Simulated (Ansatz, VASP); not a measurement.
**One calculation of In4Ru, two programs**

Contents of INCAR:

```
SYSTEM = In4Ru
  PREC = Accurate
  ENCUT = 520
  EDIFF = 1E-7
  ISMEAR = 0
  SIGMA = 0.1
  LREAL = .FALSE.
  LASPH = .TRUE.
  NELM = 100
  ALGO = Normal
  ISIF = 2
  LWAVE = .FALSE.
  LCHARG = .FALSE.
  GGA = PE
  NBANDS = 41
```

File KPOINTS:

```
regular mesh
0
G
  4 4 4
  0 0 0
```

POSCAR

```
In4Ru
1.0
   -3.0753658700      3.0753658700      3.0753658700
    3.0753658700     -3.0753658700      3.0753658700
    3.0753658700      3.0753658700     -3.0753658700
In Ru
4 1
Direct
    0.0000000000      0.0000000000      0.5000000000
    0.5000000000      0.0000000000      0.0000000000
    0.0000000000      0.5000000000      0.0000000000
    0.5000000000      0.5000000000      0.5000000000
    0.0000000000      0.0000000000      0.0000000000
```

Input for Ansatz:

```yaml
crystal:
  lattice:
    - [-3.07536587, 3.07536587, 3.07536587]
    - [3.07536587, -3.07536587, 3.07536587]
    - [3.07536587, 3.07536587, -3.07536587]
  atoms:
    - { symbol: In, position: [0.0, 0.0, 0.5] }
    - { symbol: In, position: [0.5, 0.0, 0.0] }
    - { symbol: In, position: [0.0, 0.5, 0.0] }
    - { symbol: In, position: [0.5, 0.5, 0.5] }
    - { symbol: Ru, position: [0.0, 0.0, 0.0] }
basis:
  ecutwfc: 420
kpoints:
  mp_grid: { grid: [4, 4, 4] }
hamiltonian:
  xc: pbe
scf:
  occupations: { method: gaussian, width: 0.1 }
  lower_state_search: "off"
output:
  forces: true
  stress: true
  eigenvalues: true
```

Change from the starting cell: species swapped into the Hg4Pt type (Im-3m, No. 229).

Alike in both runs: task single point; functional PBE; k mesh 4 × 4 × 4; occupations gaussian, width 0.1 eV; no spin polarisation.

|  | VASP | Ansatz |
| --- | --- | --- |
| version | VASP 6.6.1 | Ansatz 0.2.0 |
| potentials or method | VASP PAW PBE potentials, release 64 (In_d, Ru_pv), cutoff 520 eV | scalar-relativistic, plane waves, PAW |
| valence electrons in the cell | 66 | 68 |

|  | VASP | Ansatz | Ansatz less VASP |
| --- | --- | --- | --- |
| gap on the k mesh at the Fermi level (eV) | none | none | - |
| pressure (GPa) | 5.3 | 5.3 | -0.02 |

A gap of «none» marks a metal or a gap that the smearing closes. VASP's potentials hold 66 valence electrons a cell and Ansatz's 68, so a difference there can come from the potentials and not from the codes.

The k mesh is coarse, so the values compare programs but aren't converged.
